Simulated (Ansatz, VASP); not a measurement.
**Two plane-wave programs on Li2S**

```
Li S
1.0
     0.00000    2.85282    2.85282
     2.85282    0.00000    2.85282
     2.85282    2.85282    0.00000
Li S
2 1
Direct
  0.25000 0.25000 0.25000
  0.75000 0.75000 0.75000
  0.00000 0.00000 0.00000
```

Alike in both runs: functional PBE; k mesh 8 × 8 × 8; occupations gaussian, width 0.02 eV; no spin polarisation.

Ansatz relaxed the structure, and its values are those at the end. VASP's run is a single point on that final structure, the one shown.

|  | VASP | Ansatz |
| --- | --- | --- |
| version | VASP 6.6.1 | Ansatz 0.2.0 |
| potentials or method | VASP PAW PBE potentials, release 64 (Li_sv, S) | scalar-relativistic, plane waves, PAW |
| plane-wave cutoff (eV) | 750 | 420 |
| valence electrons in the cell | 12 | 12 |

Ansatz gave:

* gap on the k mesh at the Fermi level (eV): 3.39
* least direct gap on the mesh (eV): 4.25
* pressure (GPa): 0.0

Estimate VASP's values.

gap on the k mesh at the Fermi level (eV): 3.39; least direct gap on the mesh (eV): 4.25; pressure (GPa): -0.1.
